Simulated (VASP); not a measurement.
Set up this calculation in VASP 6.6.1, as the native input.

- Task: single point
- Functional: PBEsol
- Potentials or basis: VASP PAW PBE potentials, release 64 (Cd, S)
- Cutoff: 520 eV
- k mesh: 9 × 9 × 6
- Occupations: gaussian, width 0.05 eV
- Spin: no spin polarisation
- Dipole correction: no
- Further INCAR settings: ALGO = Normal; EDIFF = 1e-06; NBANDS = 16

The structure of CdS lies in POSCAR:

```
CdS
1.0
    4.3812652098      0.0000000000      0.0000000000
   -2.1906326049      3.7942869724      0.0000000000
    0.0000000000      0.0000000000      5.4903356494
Cd S
1 1
Direct
    0.0000000000      0.0000000000      0.4426919200
    0.6666666667      0.3333333333      0.4343080800
```

This cell differs from its parent crystal: ratio of the length along z to the lengths across it x 0.92, volume and fractional coordinates fixed.

The input as run:

INCAR

```
SYSTEM = CdS
  PREC = Accurate
  ENCUT = 520
  EDIFF = 1E-6
  ISMEAR = 0
  SIGMA = 0.05
  LREAL = .FALSE.
  LASPH = .TRUE.
  NELM = 80
  ALGO = Normal
  ISIF = 2
  LWAVE = .FALSE.
  LCHARG = .FALSE.
  GGA = PS
  NBANDS = 16
```

KPOINTS

```
regular mesh
0
G
  9 9 6
  0 0 0
```

Potentials or basis: VASP PAW PBE potentials, release 64 (Cd, S).

The run is started by

```console
$ cat potpaw_PBE.64/Cd/POTCAR potpaw_PBE.64/S/POTCAR > POTCAR
$ mpirun -np 1 vasp_std > vasp.out
```

It gave:

| Property | Result |
| --- | --- |
| Pressure | -3.3 GPa |
| Largest force | 0.027 eV/Å |
| Band gap on the k mesh | 1.01 eV, indirect (least direct gap 1.20 eV) |

Caveat: the PAW data sets were made with another functional, which shifts forces and pressure a little.

It took 38 s on 1 thread of Intel(R) Xeon(R) 6975P-C (Granite Rapids) (shared host), peak memory 0.27 GiB.
